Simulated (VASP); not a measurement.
# C in VASP: further runs

The runs below take C through single point, with PBE.

All numbers are computed with VASP 6.6.1; they aren't measurements. Logs are shortened: lines on timing, memory, paths and dates and some standing lists are left out, and cuts for length are marked.

## Step 1: The cell of the first run

It takes space group Cmme (No. 67, orthorhombic). The conventional cell has a = 2.456 Å, b = 4.254 Å, c = 7.173 Å, α = 90.00°, β = 90.00°, γ = 90.00°. C (site symmetry m) has 3 C at 1.42 Å within 1.9 Å.

## Step 2: Single point, PBE

INCAR

```
SYSTEM = C
PREC = Accurate
ENCUT = 520
EDIFF = 1E-7
ISMEAR = 0
SIGMA = 0.1
LREAL = .FALSE.
LASPH = .TRUE.
NELM = 60
ALGO = Normal
ISIF = 2
LWAVE = .FALSE.
LCHARG = .FALSE.
GGA = PE
NBANDS = 16
```

KPOINTS

```
Automatic mesh
0
Gamma
  6 6 2
  0.5 0.5 0.5
```

POSCAR

```
C
1.0
    1.2280479700     -2.1270618200      0.0000000000
    1.2280479700      2.1270618200      0.0000000000
    0.0000000000      0.0000000000      7.1732677600
C
4
Direct
    0.0833794600      0.9166205400      0.7531376000
    0.5833794600      0.4166205400      0.2468624000
    0.9166205400      0.0833794600      0.2468624000
    0.4166205400      0.5833794600      0.7531376000
```

Potentials or basis: VASP PAW PBE potentials, release 64 (C).

The run is started by

```console
$ cat potpaw_PBE.64/C/POTCAR > POTCAR
$ mpirun -np 1 vasp_std > vasp.out
```

OUTCAR:

```text
SYSTEM = C
   PREC = Accurate
   ENCUT = 520
   EDIFF = 1E-7
   ISMEAR = 0
   LREAL = .FALSE.
   LASPH = .TRUE.
   NELM = 60
   ISIF = 2
   GGA = PE

 ion  position               nearest neighbor table
   1  0.083  0.917  0.753-   4 1.42   4 1.42   4 1.42
   2  0.583  0.417  0.247-   3 1.42   3 1.42   3 1.42
   3  0.917  0.083  0.247-   2 1.42   2 1.42   2 1.42
   4  0.417  0.583  0.753-   1 1.42   1 1.42   1 1.42

  LATTYP: Found a hexagonal cell.
 ALAT       =     2.4561135566
 C/A-ratio  =     2.9205765918

  Lattice vectors:

 A1 = (   1.2280479700,  -2.1270618200,   0.0000000000)
 A2 = (   1.2280479700,   2.1270618200,   0.0000000000)
 A3 = (   0.0000000000,   0.0000000000,   7.1732677600)

Analysis of symmetry for initial positions (statically):
=====================================================================
 Subroutine PRICEL returns:
 Original cell was already a primitive cell.

 Routine SETGRP: Setting up the symmetry group for a
 hexagonal supercell.

 Subroutine GETGRP returns: Found  8 space group operations
 (whereof  4 operations were pure point group operations)
 out of a pool of 24 trial point group operations.

The static configuration has the point symmetry C_2h.
 The point group associated with its full space group is D_2h.

Analysis of symmetry for dynamics (positions and initial velocities):
=====================================================================
 Subroutine PRICEL returns:
 Original cell was already a primitive cell.

 Routine SETGRP: Setting up the symmetry group for a
 hexagonal supercell.

 Subroutine GETGRP returns: Found  8 space group operations
 (whereof  4 operations were pure point group operations)
 out of a pool of 24 trial point group operations.

The dynamic configuration has the point symmetry C_2h.
 The point group associated with its full space group is D_2h.

 Subroutine INISYM returns: Found  8 space group operations
 (whereof  4 operations are pure point group operations),
 and found     1 'primitive' translations

----------------------------------------------------------------------------------------

                                     Primitive cell

  volume of cell :      37.4751

[... 85 lines left out ...]
   ICHARG =      2    charge: 1-file 2-atom 10-const
   ISPIN  =      1    spin polarized calculation?
   LNONCOLLINEAR =      F non collinear calculations
   LSORBIT =      F    spin-orbit coupling
   LASPH  =      T    aspherical Exc in radial PAW
   ENCUT  =  520.0 eV  38.22 Ry    6.18 a.u.   4.57  4.57 13.34*2*pi/ulx,y,z
   NELM   =     60;   NELMIN=  2; NELMDL= -5     # of ELM steps
   EDIFF  = 0.1E-06   stopping-criterion for ELM
   LREAL  =      F    real-space projection
   EDIFFG = 0.1E-05   stopping-criterion for IOM
   NSW    =      0    number of steps for IOM
   IBRION =     -1    ionic relax: 0-MD 1-quasi-New 2-CG
   NFREE  =      0    steps in history (QN), initial steepest desc. (CG)
   ISIF   =      2    stress and relaxation
   ISYM   =      2    0-nonsym 1-usesym 2-fastsym
   POTIM  = 0.5000    time-step for ionic-motion
   TEBEG  =    0.0;   TEEND  =   0.0 temperature during run
   PSTRESS=    0.0 pullay stress
   NELECT =      16.0000    total number of electrons
   NUPDOWN=      -1.0000    fix difference up-down
   EMIN   =  10.00;   EMAX   =-10.00  energy-range for DOS
   EFERMI =   0.00;   METHOD = LEGACY
   ISMEAR =     0;   SIGMA  =   0.10  broadening in eV -4-tet -1-fermi 0-gaus
   EFERMI_NEDOS =   21; number of points for ismear=-14 and -15
   IALGO  =     38    algorithm
   IMIX   =      4    mixing-type and parameters
     AMIX     =   0.40;   BMIX     =  1.00
     AMIX_MAG =   1.60;   BMIX_MAG =  1.00
  volume/ion in A,a.u.               =       9.37        63.22
  Fermi-wavevector in a.u.,A,eV,Ry     =   1.232728  2.329519 20.675669  1.519619
  Thomas-Fermi vector in A             =   2.367487
   LORBIT       =      0    0 simple, 1 ext, 2 COOP (PROOUT), +10 PAW based schemes
   GGA     = PE    functional components
   LHFCALC =     F    Hartree Fock is set to
   AEXX    =    0.0000 exact exchange contribution
   IVDW    =     0    specifies the selected vdW correction
   LEPSILON=     F    determine dielectric tensor
   LRPA    =     F    only Hartree local field effects (RPA)
 non-spin polarized calculation
 Gauss-broadening in eV      SIGMA  =   0.10
  energy-cutoff  :      520.00
  volume of cell :       37.48
 maximum number of plane-waves:      1021
   NGX =  9   NGY =  9   NGZ = 27

 number of electron      15.9999996 magnetization

 Free energy of the ion-electron system (eV)
  ---------------------------------------------------
  ext. energy  EPLUGINS =         0.00000000
  ---------------------------------------------------
  free energy    TOTEN  =       -36.89106758 eV

  energy without entropy =      -36.89106758  energy(sigma->0) =      -36.89106758

 E-fermi :   3.6830     XC(G=0):  -9.8821

 val. band max:        3.1476785544   @ k =   0.3333   0.4167   0.2500
 cond. band min:       5.2456783577   @ k =  -0.2500  -0.3333   0.2500
 fundamental gap:      2.0979998033
 Fermi energy:         3.6829876215

 k-point     1 :       0.0833    0.0833    0.2500
  band No.  band energies     occupation
      1     -14.9893      2.00000
      2     -14.8688      2.00000
      3      -3.3830      2.00000
      4      -2.4339      2.00000
      5      -0.5408      2.00000
      6      -0.5173      2.00000
[... 433 lines left out ...]
      3      -5.3467      2.00000
      4      -5.3107      2.00000
      5      -3.3316      2.00000
      6      -3.3093      2.00000
[... 8 lines left out ...]
     15      17.1290      0.00000
     16      17.5237      0.00000

 [... further k-points ...]
[... 5 lines left out ...]
  --------------------------------------------------------------------------------------
  -------------------------------------------------------------------------------------
  Total        1.2614686      1.2368664      0.3961022      0.0000000      0.0000000      0.0000000
  in kB       53.9317527     52.8799337     16.9346164      0.0000000      0.0000000      0.0000000
  external PRESSURE =      41.2487676 kB  Pullay stress =       0.0000000 kB

 VOLUME and BASIS-vectors are now :
 -----------------------------------------------------------------------------
  energy-cutoff  :      520.00
  volume of cell :       37.48
      direct lattice vectors                 reciprocal lattice vectors
     1.228047970 -2.127061820  0.000000000     0.407150219 -0.235066041  0.000000000
     1.228047970  2.127061820  0.000000000     0.407150219  0.235066041  0.000000000
     0.000000000  0.000000000  7.173267760     0.000000000  0.000000000  0.139406479

 POSITION                                       TOTAL-FORCE (eV/Angst)
 -----------------------------------------------------------------------------------
      1.22805      1.77236      5.40246         0.000000      0.023294     -0.009365
      1.22805     -0.35471      1.77081         0.000000      0.023294      0.009365
      1.22805     -1.77236      1.77081         0.000000     -0.023294      0.009365
      1.22805      0.35471      5.40246         0.000000     -0.023294     -0.009365
 -----------------------------------------------------------------------------------
    total drift:                                0.000000     -0.000000      0.000000

  FREE ENERGIE OF THE ION-ELECTRON SYSTEM (eV)
  ---------------------------------------------------
  free  energy   TOTEN  =       -36.8910675814 eV

  energy  without entropy=      -36.8910675814  energy(sigma->0) =      -36.89106758
```

OSZICAR:

```text
N       E                     dE             d eps       ncg     rms          rms(c)
DAV:   1     0.394199474637E+02    0.39420E+02   -0.79763E+03   976   0.920E+02
DAV:   2    -0.362798630858E+02   -0.75700E+02   -0.68960E+02  1288   0.191E+02
DAV:   3    -0.393636175296E+02   -0.30838E+01   -0.30658E+01  1328   0.365E+01
DAV:   4    -0.393905247048E+02   -0.26907E-01   -0.26901E-01  1152   0.414E+00
DAV:   5    -0.393909529795E+02   -0.42827E-03   -0.42826E-03  1256   0.493E-01    0.906E+00
DAV:   6    -0.374930976330E+02    0.18979E+01   -0.12916E+00  1152   0.711E+00    0.530E+00
DAV:   7    -0.368812814135E+02    0.61182E+00   -0.16057E+00  1200   0.802E+00    0.151E+00
DAV:   8    -0.368921157076E+02   -0.10834E-01   -0.73439E-02  1144   0.160E+00    0.329E-01
DAV:   9    -0.368908358462E+02    0.12799E-02   -0.19265E-03  1208   0.303E-01    0.110E-01
DAV:  10    -0.368910758934E+02   -0.24005E-03   -0.75717E-04  1024   0.174E-01    0.804E-02
DAV:  11    -0.368910670680E+02    0.88253E-05   -0.25556E-05  1304   0.332E-02    0.154E-02
DAV:  12    -0.368910676587E+02   -0.59067E-06   -0.12946E-06  1064   0.893E-03    0.457E-03
DAV:  13    -0.368910675814E+02    0.77298E-07   -0.32207E-07  1152   0.450E-03
   1 F= -.36891068E+02 E0= -.36891068E+02  d E =-.750069E-15
```

Wall time 25 s (1 thread of Intel Xeon Platinum 8259CL at 2.50GHz (Skylake/Cascade Lake), shared host); peak memory 0.13 GiB.

Results:

| Item | Value |
| --- | --- |
| Free energy | -36.8911 eV |
| Pressure | 4.1 GPa |
| Largest force | 0.025 eV/Å |
| Band gap on the k mesh | 2.10 eV |

Forces in eV/Å, atoms in the order of the input:
```
C    0.000  0.023 -0.009
C    0.000  0.023  0.009
C    0.000 -0.023  0.009
C    0.000 -0.023 -0.009
```

Caveat: this functional lacks dispersion, which binds the layers, so the pressure and a relaxed spacing across them are unreliable.

## Step 3: Single point, PBE

INCAR

```
PREC = Accurate
ENCUT = 520
EDIFF = 1E-7
ISMEAR = 0
SIGMA = 0.1
LREAL = False
LASPH = True
NELM = 80
ALGO = Normal
ISIF = 2
LWAVE = False
LCHARG = False
GGA = PE
NBANDS = 16
```

KPOINTS

```
regular mesh
0
Gamma
  6 6 2
```

POSCAR

```
C
1.0
    1.2159619696     -2.1479622876      0.0091232276
    1.2232502972      2.1521701653     -0.0413730204
   -0.0941886657     -0.0851463517      7.1476530721
C
4
Direct
    0.1034933285      0.9456230676      0.7488005552
    0.5908149738      0.4138432831      0.2394105085
    0.9242568809      0.0859987362      0.2421136921
    0.4285181549      0.5893271320      0.7486182121
```

Potentials or basis: VASP PAW PBE potentials, release 64 (C).

The run is started by

```console
$ cat potpaw_PBE.64/C/POTCAR > POTCAR
$ mpirun -np 1 vasp_std > vasp.out
```

Run time: 36 s. Hardware: 1 thread of Intel Xeon Platinum 8259CL at 2.50GHz (Skylake/Cascade Lake), shared host; peak memory 0.14 GiB.

It converged, with:

```yaml
Free_energy: -36.7187 eV
Pressure: 3.5 GPa
Largest_force: 2.594 eV/Å
Band_gap_on_the_k_mesh: 0.10 eV
```

Forces on the atoms (eV/Å):
```
C   -2.032 -1.608  0.023
C    0.235  0.365  0.327
C   -0.237 -0.366 -0.307
C    2.034  1.609 -0.044
```

Stress tensor (GPa, compression positive):
```
12.25  0.30 -0.20
 0.30 -3.02 -0.06
-0.20 -0.06  1.32
```

Levels at points of the mesh, in eV from the valence-band top:
| k point | band 6 | band 7 | band 8 | band 9 | band 10 | band 11 |
| --- | --- | --- | --- | --- | --- | --- |
| (0.00, 0.00, 0.00) | -3.21 | -2.76 | -2.37 | 3.79 | 7.17 | 8.23 |
| (0.50, 0.00, 0.00) | -6.51 | -2.52 | -2.28 | 1.79 | 1.92 | 6.90 |
| (0.00, 0.50, 0.00) | -6.25 | -2.43 | -2.08 | 1.15 | 1.94 | 7.30 |
| (0.50, 0.50, 0.00) | -6.11 | -3.13 | -2.07 | 1.18 | 2.47 | 7.59 |
| (0.00, 0.00, 0.50) | -3.21 | -2.76 | -2.37 | 5.84 | 6.10 | 7.17 |
| (0.50, 0.00, 0.50) | -6.51 | -2.48 | -2.23 | 1.66 | 1.80 | 6.90 |
| (0.00, 0.50, 0.50) | -6.25 | -2.39 | -2.01 | 1.01 | 1.82 | 7.30 |
| (0.50, 0.50, 0.50) | -6.11 | -2.83 | -2.42 | 1.57 | 1.98 | 7.63 |

Caveat: the k points lie up to 0.49 Å⁻¹ apart; forces of over 1 eV/Å act on the atoms, so gaps and moduli don't describe the material at rest.

## Step 4: Single point, PBE

INCAR

```
SYSTEM = C
PREC = Accurate
ENCUT = 520
EDIFF = 1E-7
ISMEAR = 0
SIGMA = 0.1
LREAL = .FALSE.
LASPH = .TRUE.
NELM = 60
ALGO = Normal
ISIF = 2
LWAVE = .FALSE.
LCHARG = .TRUE.
GGA = PE
LELF = .TRUE.
LVHAR = .TRUE.
NBANDS = 16
```

KPOINTS

```
Automatic mesh
0
G
  8 8 2
  0 0 0
```

POSCAR is that of step 3.

The run is started by

```console
$ cat potpaw_PBE.64/C/POTCAR > POTCAR
$ mpirun -np 1 vasp_std > vasp.out
```

Run time: 50 s. Hardware: 1 thread of Intel Xeon Platinum 8259CL at 2.50GHz (Skylake/Cascade Lake), shared host; peak memory 0.15 GiB.

Results (log left out):

- Free energy: -36.7762 eV
- Pressure: 3.4 GPa
- Largest force: 3.058 eV/Å
- Band gap on the k mesh: 1.12 eV

Forces in eV/Å, atoms in the order of the input:
```
C   -2.364 -1.940  0.021
C    0.419  0.412  0.325
C   -0.415 -0.412 -0.301
C    2.360  1.941 -0.045
```

Stress tensor (GPa, compression positive):
```
12.87  0.76 -0.08
 0.76 -4.50 -0.01
-0.08 -0.01  1.70
```

Levels at points of the mesh, in eV from the valence-band top:
| k point | band 5 | band 6 | band 7 | band 8 | band 9 | band 10 | band 11 | band 12 |
| --- | --- | --- | --- | --- | --- | --- | --- | --- |
| (0.00, 0.00, 0.00) | -3.09 | -2.61 | -2.15 | -1.65 | 4.44 | 7.88 | 8.83 | 9.14 |
| (0.50, 0.00, 0.00) | -5.97 | -5.91 | -1.82 | -1.67 | 2.40 | 2.63 | 7.61 | 7.78 |
| (0.00, 0.50, 0.00) | -5.92 | -5.53 | -1.82 | -1.38 | 1.85 | 2.55 | 7.90 | 8.09 |
| (0.50, 0.50, 0.00) | -5.79 | -5.51 | -2.45 | -1.43 | 1.82 | 3.14 | 8.28 | 8.59 |
| (0.00, 0.00, 0.50) | -3.09 | -2.61 | -2.15 | -1.65 | 6.50 | 6.76 | 7.88 | 8.83 |
| (0.50, 0.00, 0.50) | -5.97 | -5.91 | -1.78 | -1.62 | 2.27 | 2.50 | 7.61 | 7.79 |
| (0.00, 0.50, 0.50) | -5.92 | -5.53 | -1.78 | -1.31 | 1.71 | 2.44 | 7.90 | 8.09 |
| (0.50, 0.50, 0.50) | -5.79 | -5.51 | -2.13 | -1.81 | 2.18 | 2.69 | 8.33 | 8.53 |

Caveat: the k points lie up to 0.44 Å⁻¹ apart; forces of over 1 eV/Å act on the atoms, so gaps and moduli don't describe the material at rest. A k mesh can miss the band edges.

## Step 5: Summary

```csv
cell,k mesh,gap on the mesh (eV),pressure (GPa),largest force (eV/Å)
"a = 2.456, b = 2.456, c = 7.173 Å, angles 90.0, 90.0, 120.0°, 4 atoms","6 × 6 × 2, shifted",2.10,4.1,0.03
"a = 2.468, b = 2.476, c = 7.149 Å, angles 91.9, 89.6, 120.9°, 4 atoms",6 × 6 × 2,0.10,3.5,2.59
"a = 2.468, b = 2.476, c = 7.149 Å, angles 91.9, 89.6, 120.9°, 4 atoms",8 × 8 × 2,1.12,3.4,3.06
```

Alike in all rows: task single point; level PBE; potentials or basis VASP PAW PBE potentials, release 64 (C); no spin polarisation; cutoff (eV) 520; smearing gaussian 0.1 eV.

Caveats: some runs use coarse meshes; forces of over 1 eV/Å act on the atoms, so gaps and moduli don't describe the material at rest (some runs); this functional lacks dispersion, which binds the layers, so the pressure and a relaxed spacing across them are unreliable (some runs).

Absolute energies hang on the potentials; compare differences alone.
